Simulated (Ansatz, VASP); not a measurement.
**Two plane-wave programs on HgTe**

The input INCAR:

```
SYSTEM = HgTe
PREC = Accurate ; ENCUT = 520
EDIFF = 1E-7 ; ISMEAR = -1
SIGMA = 0.1 ; LREAL = .False.
LASPH = .True. ; NELM = 60
ALGO = Normal ; ISIF = 2
LWAVE = .False. ; LCHARG = .False.
GGA = CA ; NBANDS = 16
```

File KPOINTS:

```
Automatic mesh
0
Gamma
  8 8 8
  0 0 0
```

File POSCAR:

```
HgTe
1.0
   -3.1053358708      3.1053358708      1.5899944314
    3.1053358708     -3.1053358708      1.5899944314
    3.1053358708      3.1053358708     -1.5899944314
Hg Te
1 1
Direct
    0.2500000000      0.7500000000      0.5000000000
    0.0000000000      0.0000000000      0.0000000000
```

Input for Ansatz:

```yaml
crystal:
  lattice:
    - [-3.105335870807569, 3.105335870807569, 1.5899944314134282]
    - [3.105335870807569, -3.105335870807569, 1.5899944314134282]
    - [3.105335870807569, 3.105335870807569, -1.5899944314134282]
  atoms:
    - { symbol: Hg, position: [0.25, 0.75, 0.5] }
    - { symbol: Te, position: [0.0, 0.0, 0.0] }
basis:
  ecutwfc: 500.0
kpoints:
  mp_grid:
    grid: [8, 8, 8]
hamiltonian:
  xc: lda
  pseudopotentials:
    kind: paw
scf:
  convergence:
    dr2_threshold: 1.0e-10
  occupations:
    method: fermi_dirac
    width: 0.1
output:
  stress: true
```

Alike in both runs: task single point; functional LDA; k mesh 8 × 8 × 8; occupations fermi-dirac, width 0.1 eV; no spin polarisation.

|  | VASP | Ansatz |
| --- | --- | --- |
| version | VASP 6.6.1 | Ansatz 0.2.0 |
| potentials or method | VASP PAW LDA potentials, release 64 (Hg, Te), cutoff 520 eV | plane waves, PAW |
| valence electrons in the cell | 18 | 36 |

```tsv
	VASP	Ansatz	Ansatz less VASP
pressure (GPa)	-6.6	-6.7	-0.12
traceless stress, the component that is largest in VASP (GPa)	0.07	0.07	+0.001
```

LDA's correlation is that of Perdew and Zunger in VASP and of Perdew and Wang (1992) in Ansatz. VASP's potentials hold 18 valence electrons a cell and Ansatz's 36, so a difference there can come from the potentials and not from the codes.

Spin-orbit coupling is off throughout.
